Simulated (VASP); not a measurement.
# AlN (Fm-3m) in VASP: further runs

AlN is run at these levels: PBE, r2SCAN; tasks: single point.

Everything below comes from runs of VASP 6.6.1. Logs are shortened: lines on timing, memory, paths and dates and some standing lists are left out, and cuts for length are marked.

### 1 The cell of the first run

Symmetry: Fm-3m, No. 225, cubic system. The conventional cell has a = 3.937 Å, b = 3.937 Å, c = 3.937 Å, α = 90.00°, β = 90.00°, γ = 90.00°. Al (site symmetry m-3m) has 6 N at 1.97 Å within 2.6 Å. Within 2.6 Å of N (site symmetry m-3m) lie 6 Al at 1.97 Å.

### 2 Single point, PBE (strain -2.5%)

Contents of INCAR:

```
SYSTEM = AlN
PREC = Accurate
ENCUT = 520
EDIFF = 1E-6
ISMEAR = -1
SIGMA = 0.02
LREAL = .False.
LASPH = .True.
NELM = 100
ALGO = Normal
ISIF = 2
LWAVE = .False.
LCHARG = .True.
GGA = PE
LELF = .True.
LVHAR = .True.
NBANDS = 11
```

Contents of KPOINTS:

```
regular mesh
0
Gamma
  10 10 10
  0 0 0
```

Contents of POSCAR:

```
AlN
1.0
    0.0000000000      1.9683967343      1.9683967343
    1.9683967343      0.0000000000      1.9683967343
    1.9683967343      1.9683967343      0.0000000000
Al N
1 1
Direct
    0.0000000000      0.0000000000      0.0000000000
    0.5000000000      0.5000000000      0.5000000000
```

Potentials or basis: VASP PAW PBE potentials, release 64 (Al, N).

Command:

```
> cat potpaw_PBE.64/Al/POTCAR potpaw_PBE.64/N/POTCAR > POTCAR
> mpirun -np 1 vasp_std > vasp.out
```

OUTCAR:

```text
SYSTEM = AlN
   PREC = Accurate
   ENCUT = 520
   EDIFF = 1E-6
   ISMEAR = -1
   LREAL = .False.
   LASPH = .True.
   NELM = 100
   ISIF = 2
   GGA = PE

 ion  position               nearest neighbor table
   1  0.000  0.000  0.000-   2 1.97   2 1.97   2 1.97   2 1.97   2 1.97   2 1.97
   2  0.500  0.500  0.500-   1 1.97   1 1.97   1 1.97   1 1.97   1 1.97   1 1.97

  LATTYP: Found a face centered cubic cell.
 ALAT       =     3.9367934686

  Lattice vectors:

 A1 = (   0.0000000000,   1.9683967343,   1.9683967343)
 A2 = (   1.9683967343,   0.0000000000,   1.9683967343)
 A3 = (   1.9683967343,   1.9683967343,   0.0000000000)

Analysis of symmetry for initial positions (statically):
=====================================================================
 Subroutine PRICEL returns:
 Original cell was already a primitive cell.

 Routine SETGRP: Setting up the symmetry group for a
 face centered cubic supercell.

 Subroutine GETGRP returns: Found 48 space group operations
 (whereof 48 operations were pure point group operations)
 out of a pool of 48 trial point group operations.

The static configuration has the point symmetry O_h .

Analysis of symmetry for dynamics (positions and initial velocities):
=====================================================================
 Subroutine PRICEL returns:
 Original cell was already a primitive cell.

 Routine SETGRP: Setting up the symmetry group for a
 face centered cubic supercell.

 Subroutine GETGRP returns: Found 48 space group operations
 (whereof 48 operations were pure point group operations)
 out of a pool of 48 trial point group operations.

The dynamic configuration has the point symmetry O_h .

 Subroutine INISYM returns: Found 48 space group operations
 (whereof 48 operations are pure point group operations),
 and found     1 'primitive' translations

----------------------------------------------------------------------------------------

                                     Primitive cell

  volume of cell :      15.2534

  direct lattice vectors                    reciprocal lattice vectors
     0.000000000  1.968396734  1.968396734    -0.254013833  0.254013833  0.254013833
     1.968396734  0.000000000  1.968396734     0.254013833 -0.254013833  0.254013833
     1.968396734  1.968396734  0.000000000     0.254013833  0.254013833 -0.254013833

  length of vectors
     2.783733358  2.783733358  2.783733358     0.439964865  0.439964865  0.439964865

  position of ions in fractional coordinates (direct lattice)
     0.000000000  0.000000000  0.000000000
     0.500000000  0.500000000  0.500000000

  ion indices of the primitive-cell ions
   primitive index   ion index
                 1           1
                 2           2

----------------------------------------------------------------------------------------

 KPOINTS: regular mesh

Automatic generation of k-mesh.
 Grid dimensions read from file:
 generate k-points for:   10   10   10

 Generating k-lattice:

  Cartesian coordinates                     Fractional coordinates (reciprocal lattice)
    -0.025401383  0.025401383  0.025401383     0.100000000  0.000000000  0.000000000
     0.025401383 -0.025401383  0.025401383     0.000000000  0.100000000  0.000000000
     0.025401383  0.025401383 -0.025401383     0.000000000  0.000000000  0.100000000

  Length of vectors
     0.043996487  0.043996487  0.043996487

  Shift w.r.t. Gamma in fractional coordinates (k-lattice)
     0.000000000  0.000000000  0.000000000

 Subroutine IBZKPT returns following result:
 ===========================================

 Found     47 irreducible k-points:

 Following reciprocal coordinates:
            Coordinates               Weight
  0.000000  0.000000  0.000000      1.000000
  0.100000  0.000000  0.000000      8.000000
  0.200000  0.000000  0.000000      8.000000
  0.300000  0.000000  0.000000      8.000000
  0.400000  0.000000  0.000000      8.000000
  0.500000  0.000000  0.000000      4.000000
[... 16 lines left out ...]
  0.300000  0.300000  0.000000      6.000000
  0.400000  0.300000  0.000000     24.000000
 [... further k-points ...]
   k-points           NKPTS =     47   k-points in BZ     NKDIM =     47   number of bands    NBANDS=     11
   number of dos      NEDOS =    301   number of ions     NIONS =      2
   total plane-waves  NPLWV =  13824
   dimension x,y,z NGX =    24 NGY =   24 NGZ =   24
   dimension x,y,z NGXF=    48 NGYF=   48 NGZF=   48
   ions per type =               1   1
   NGX,Y,Z   is equivalent  to a cutoff of  14.33, 14.33, 14.33 a.u.
   NGXF,Y,Z  is equivalent  to a cutoff of  28.67, 28.67, 28.67 a.u.
 SYSTEM =  AlN
   PREC   = accura    normal or accurate (medium, high low for compatibility)
   ISTART =      0    job   : 0-new  1-cont  2-samecut
   ICHARG =      2    charge: 1-file 2-atom 10-const
   ISPIN  =      1    spin polarized calculation?
   LNONCOLLINEAR =      F non collinear calculations
   LSORBIT =      F    spin-orbit coupling
   LASPH  =      T    aspherical Exc in radial PAW
   ENCUT  =  520.0 eV  38.22 Ry    6.18 a.u.   5.18  5.18  5.18*2*pi/ulx,y,z
   NELM   =    100;   NELMIN=  2; NELMDL= -5     # of ELM steps
   EDIFF  = 0.1E-05   stopping-criterion for ELM
   LREAL  =      F    real-space projection
   EDIFFG = 0.1E-04   stopping-criterion for IOM
   NSW    =      0    number of steps for IOM
   IBRION =     -1    ionic relax: 0-MD 1-quasi-New 2-CG
   NFREE  =      0    steps in history (QN), initial steepest desc. (CG)
   ISIF   =      2    stress and relaxation
   ISYM   =      2    0-nonsym 1-usesym 2-fastsym
   POTIM  = 0.5000    time-step for ionic-motion
   TEBEG  =    0.0;   TEEND  =   0.0 temperature during run
   PSTRESS=    0.0 pullay stress
   NELECT =       8.0000    total number of electrons
   NUPDOWN=      -1.0000    fix difference up-down
   EMIN   =  10.00;   EMAX   =-10.00  energy-range for DOS
   EFERMI =   0.00;   METHOD = LEGACY
   ISMEAR =    -1;   SIGMA  =   0.02  broadening in eV -4-tet -1-fermi 0-gaus
   EFERMI_NEDOS =   21; number of points for ismear=-14 and -15
   IALGO  =     38    algorithm
   IMIX   =      4    mixing-type and parameters
     AMIX     =   0.40;   BMIX     =  1.00
     AMIX_MAG =   1.60;   BMIX_MAG =  1.00
  volume/ion in A,a.u.               =       7.63        51.47
  Fermi-wavevector in a.u.,A,eV,Ry     =   1.320228  2.494869 23.714973  1.743001
  Thomas-Fermi vector in A             =   2.450069
   LORBIT       =      0    0 simple, 1 ext, 2 COOP (PROOUT), +10 PAW based schemes
   GGA     = PE    functional components
   LHFCALC =     F    Hartree Fock is set to
   AEXX    =    0.0000 exact exchange contribution
   IVDW    =     0    specifies the selected vdW correction
   LEPSILON=     F    determine dielectric tensor
   LRPA    =     F    only Hartree local field effects (RPA)
 non-spin polarized calculation
  energy-cutoff  :      520.00
  volume of cell :       15.25
 maximum number of plane-waves:       424
 NGX is ok and might be reduce to    24
   NGX = 11   NGY = 11   NGZ = 11

 number of electron       8.0000000 magnetization

 Free energy of the ion-electron system (eV)
  ---------------------------------------------------
  ext. energy  EPLUGINS =         0.00000000
  ---------------------------------------------------
  free energy    TOTEN  =       -14.40555459 eV

  energy without entropy =      -14.40555459  energy(sigma->0) =      -14.40555459

 E-fermi :  11.4868     XC(G=0): -12.6656

 val. band max:       11.0372222958   @ k =   0.0000   0.0000   0.0000
 cond. band min:      16.1938325190   @ k =   0.5000   0.5000   0.0000
 fundamental gap:      5.1566102233
 Fermi energy:        11.4867776350

 k-point     1 :       0.0000    0.0000    0.0000
  band No.  band energies     occupation
      1      -7.2655      2.00000
      2      11.0372      2.00000
      3      11.0372      2.00000
      4      11.0372      2.00000
      5      17.9198      0.00000
      6      23.4597      0.00000
      7      23.4597      0.00000
      8      23.4597      0.00000
      9      28.8224      0.00000
     10      29.4232      0.00000
     11      29.4232      0.00000

 k-point     2 :       0.1000    0.0000    0.0000
  band No.  band energies     occupation
      1      -7.0442      2.00000
      2      10.0092      2.00000
      3      10.8961      2.00000
      4      10.8961      2.00000
      5      18.4894      0.00000
      6      22.5683      0.00000
      7      23.8015      0.00000
      8      23.8015      0.00000
      9      28.0586      0.00000
     10      28.0586      0.00000
     11      30.2892      0.00000

 k-point     3 :       0.2000    0.0000    0.0000
  band No.  band energies     occupation
      1      -6.3991      2.00000
      2       7.7661      2.00000
      3      10.5551      2.00000
      4      10.5551      2.00000
      5      18.8624      0.00000
      6      22.3498      0.00000
      7      24.1644      0.00000
      8      24.1644      0.00000
      9      27.3871      0.00000
     10      27.3871      0.00000
     11      29.8744      0.00000

 k-point     4 :       0.3000    0.0000    0.0000
  band No.  band energies     occupation
      1      -5.4034      2.00000
      2       5.2781      2.00000
      3      10.1790      2.00000
      4      10.1790      2.00000
      5      18.3258      0.00000
      6      23.5737      0.00000
      7      23.5737      0.00000
      8      23.6546      0.00000
      9      28.8605      0.00000
     10      28.8605      0.00000
     11      28.9559      0.00000

 k-point     5 :       0.4000    0.0000    0.0000
  band No.  band energies     occupation
      1      -4.2771      2.00000
      2       3.1534      2.00000
      3       9.9033      2.00000
      4       9.9033      2.00000
      5      17.8537      0.00000
      6      22.9362      0.00000
      7      22.9362      0.00000
      8      25.0039      0.00000
      9      28.2861      0.00000
     10      31.2145      0.00000
     11      31.2145      0.00000
[... 211 lines left out ...]
 k-point    21 :      -0.3000    0.2000    0.0000
  band No.  band energies     occupation
      1      -4.0503      2.00000
      2       4.3286      2.00000
      3       7.0762      2.00000
      4       9.7592      2.00000
      5      19.8659      0.00000
      6      21.6228      0.00000
      7      23.3933      0.00000
      8      24.2004      0.00000
      9      28.6425      0.00000
     10      31.2534      0.00000
     11      33.1616      0.00000

 k-point    22 :      -0.2000    0.2000    0.0000
  band No.  band energies     occupation
      1      -5.0816      2.00000
      2       5.8872      2.00000
      3       7.8332      2.00000
      4      10.2354      2.00000
      5      20.5342      0.00000
      6      21.4007      0.00000
      7      22.8429      0.00000
      8      24.4300      0.00000
      9      26.4924      0.00000
     10      31.0289      0.00000
     11      32.9191      0.00000

 k-point    23 :       0.3000    0.3000    0.0000
  band No.  band energies     occupation
      1      -4.8189      2.00000
      2       5.9912      2.00000
      3       8.8503      2.00000
      4       8.8503      2.00000
      5      17.6737      0.00000
      6      18.8008      0.00000
      7      23.7690      0.00000
      8      27.6568      0.00000
      9      27.6568      0.00000
     10      32.3385      0.00000
     11      36.4352      0.00000

 k-point    24 :       0.4000    0.3000    0.0000
  band No.  band energies     occupation
      1      -3.9819      2.00000
      2       4.8561      2.00000
      3       8.0138      2.00000
      4       8.5723      2.00000
      5      17.5015      0.00000
      6      18.4614      0.00000
      7      24.1971      0.00000
      8      27.6665      0.00000
      9      28.5378      0.00000
     10      33.7777      0.00000
     11      37.0807      0.00000

 [... further k-points ...]

------------------------ aborting loop because EDIFF is reached ----------------------------------------

  FORCE on cell =-STRESS in cart. coord.  units (eV):
  Direction    XX          YY          ZZ          XY          YZ          ZX
  --------------------------------------------------------------------------------------
  -------------------------------------------------------------------------------------
  Total        2.8988339      2.8988339      2.8988339     -0.0000000     -0.0000000     -0.0000000
  in kB      304.4850714    304.4850714    304.4850714     -0.0000000     -0.0000000     -0.0000000
  external PRESSURE =     304.4850714 kB  Pullay stress =       0.0000000 kB

 VOLUME and BASIS-vectors are now :
 -----------------------------------------------------------------------------
  energy-cutoff  :      520.00
  volume of cell :       15.25
      direct lattice vectors                 reciprocal lattice vectors
     0.000000000  1.968396734  1.968396734    -0.254013833  0.254013833  0.254013833
     1.968396734  0.000000000  1.968396734     0.254013833 -0.254013833  0.254013833
     1.968396734  1.968396734  0.000000000     0.254013833  0.254013833 -0.254013833

 POSITION                                       TOTAL-FORCE (eV/Angst)
 -----------------------------------------------------------------------------------
      0.00000      0.00000      0.00000        -0.000000      0.000000      0.000000
      1.96840      1.96840      1.96840         0.000000     -0.000000     -0.000000
 -----------------------------------------------------------------------------------
    total drift:                               -0.000000     -0.000000      0.000000

  FREE ENERGIE OF THE ION-ELECTRON SYSTEM (eV)
  ---------------------------------------------------
  free  energy   TOTEN  =       -14.4055545867 eV

  energy  without entropy=      -14.4055545867  energy(sigma->0) =      -14.40555459
```

Wall time 7.4 s (1 thread of Intel Xeon 6975P-C, shared host); peak memory 0.13 GiB.

What came out:

* Free energy: -14.4056 eV
* Pressure: 30.4 GPa
* Band gap on the k mesh: 5.16 eV, indirect (least direct gap 6.88 eV)

Caveat: the cell differs from its parent crystal (strain -2.5%).

### 3 Single point, r2SCAN (strain -2.5%)

POSCAR is that of step 2.

Contents of INCAR.step1:

```
PREC = Accurate
ENCUT = 520
ISMEAR = 0
SIGMA = 0.01
LREAL = False
LASPH = True
NELM = 60
NBANDS = 11
GGA = PE
ALGO = Normal
EDIFF = 1E-4
LWAVE = True
LCHARG = False
```

Contents of INCAR.step2:

```
PREC = Accurate
ENCUT = 520
EDIFF = 1E-7
ISMEAR = 0
SIGMA = 0.01
LREAL = False
LASPH = True
NELM = 60
ALGO = Normal
ISIF = 2
LWAVE = False
LCHARG = True
METAGGA = R2SCAN
LMIXTAU = True
LELF = True
LVHAR = True
NBANDS = 11
ISTART = 1
```

Contents of KPOINTS:

```
Automatic mesh
0
Gamma
  10 10 10
```

Potentials or basis: VASP PAW PBE potentials, release 64 (Al, N).

Command:

```
> cat potpaw_PBE.64/Al/POTCAR potpaw_PBE.64/N/POTCAR > POTCAR
> cp INCAR.step1 INCAR
> mpirun -np 1 vasp_std > vasp.out
> cp INCAR.step2 INCAR
> mpirun -np 1 vasp_std > vasp.out
```

OUTCAR:

```text
PREC = Accurate
   ENCUT = 520
   EDIFF = 1E-7
   ISMEAR = 0
   LREAL = False
   LASPH = True
   NELM = 60
   ISIF = 2
   METAGGA = R2SCAN
   ISTART = 1

 ion  position               nearest neighbor table
   1  0.000  0.000  0.000-   2 1.97   2 1.97   2 1.97   2 1.97   2 1.97   2 1.97
   2  0.500  0.500  0.500-   1 1.97   1 1.97   1 1.97   1 1.97   1 1.97   1 1.97

  LATTYP: Found a face centered cubic cell.
 ALAT       =     3.9367934686

  Lattice vectors:

 A1 = (   0.0000000000,   1.9683967343,   1.9683967343)
 A2 = (   1.9683967343,   0.0000000000,   1.9683967343)
[... 515 lines left out ...]
      8      28.7087      0.00000
      9      29.7085      0.00000
     10      34.6788      0.00000
     11      38.4847      0.00000

 [... further k-points ...]
[... 5 lines left out ...]
  --------------------------------------------------------------------------------------
  -------------------------------------------------------------------------------------
  Total        2.2323769      2.2323769      2.2323769      0.0000000      0.0000000     -0.0000000
  in kB      234.4823760    234.4823760    234.4823760      0.0000000      0.0000000     -0.0000000
  external PRESSURE =     234.4823760 kB  Pullay stress =       0.0000000 kB

 VOLUME and BASIS-vectors are now :
 -----------------------------------------------------------------------------
  energy-cutoff  :      520.00
  volume of cell :       15.25
      direct lattice vectors                 reciprocal lattice vectors
     0.000000000  1.968396734  1.968396734    -0.254013833  0.254013833  0.254013833
     1.968396734  0.000000000  1.968396734     0.254013833 -0.254013833  0.254013833
     1.968396734  1.968396734  0.000000000     0.254013833  0.254013833 -0.254013833

 POSITION                                       TOTAL-FORCE (eV/Angst)
 -----------------------------------------------------------------------------------
      0.00000      0.00000      0.00000         0.000000     -0.000000     -0.000000
      1.96840      1.96840      1.96840        -0.000000      0.000000      0.000000
 -----------------------------------------------------------------------------------
    total drift:                               -0.000000     -0.000000      0.000000

  FREE ENERGIE OF THE ION-ELECTRON SYSTEM (eV)
  ---------------------------------------------------
  free  energy   TOTEN  =       -18.8155394608 eV

  energy  without entropy=      -18.8155394608  energy(sigma->0) =      -18.81553946
```

It took 32 s on 1 thread of Intel Xeon 6975P-C, shared host; peak memory 0.14 GiB.

What came out:

```yaml
Free_energy: -18.8155 eV
Pressure: 23.4 GPa
Band_gap_on_the_k_mesh: 5.84 eV, indirect (least direct gap 7.77 eV)
```

Caveat: the cell differs from its parent crystal (strain -2.5%); the PAW data sets were made with another functional, which shifts forces and pressure a little. A k mesh can miss the band edges.
